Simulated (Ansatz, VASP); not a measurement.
**One calculation of SnO2, two programs**

```xyz
6
Lattice="4.7793 0.0000 0.0000 0.0000 4.7794 0.0000 0.0000 0.0000 3.2067" Properties=species:S:1:pos:R:3 pbc="T T T"
Sn    2.3896    2.3897    1.6034
Sn    0.0000    0.0000    0.0000
O     1.4629    1.4631    0.0000
O     3.8525    0.9266    1.6034
O     0.9268    3.8528    1.6034
O     3.3164    3.3163    0.0000
```

Alike in both runs: task single point; functional r2SCAN; k mesh 6 × 6 × 8; occupations gaussian, width 0.02 eV; no spin polarisation.

|  | VASP | Ansatz |
| --- | --- | --- |
| version | VASP 6.6.1 | Ansatz 0.2.0 |
| potentials or method | VASP PAW PBE potentials, release 64 (Sn_d, O), cutoff 520 eV | scalar-relativistic, plane waves, PAW |
| valence electrons in the cell | 52 | 52 |

|  | VASP | Ansatz | Ansatz less VASP |
| --- | --- | --- | --- |
| gap on the k mesh at the Fermi level (eV) | 1.69 | 1.66 | -0.025 |
| least direct gap on the mesh (eV) | 1.69 | 1.66 | -0.025 |
| pressure (GPa) | -0.9 | -2.0 | -1.05 |
| traceless stress, the component that is largest in VASP (GPa) | 0.32 | -0.02 | -0.339 |
| rms of the force components (eV/Å) | 0.014 | 0.000 | -0.0133 |

VASP's potentials were made for PBE, not for r2SCAN. Atom by atom the forces differ by 0.014 eV/Å (rms over components). The functional is the same, so the differences come from potentials, cutoffs and numerics.
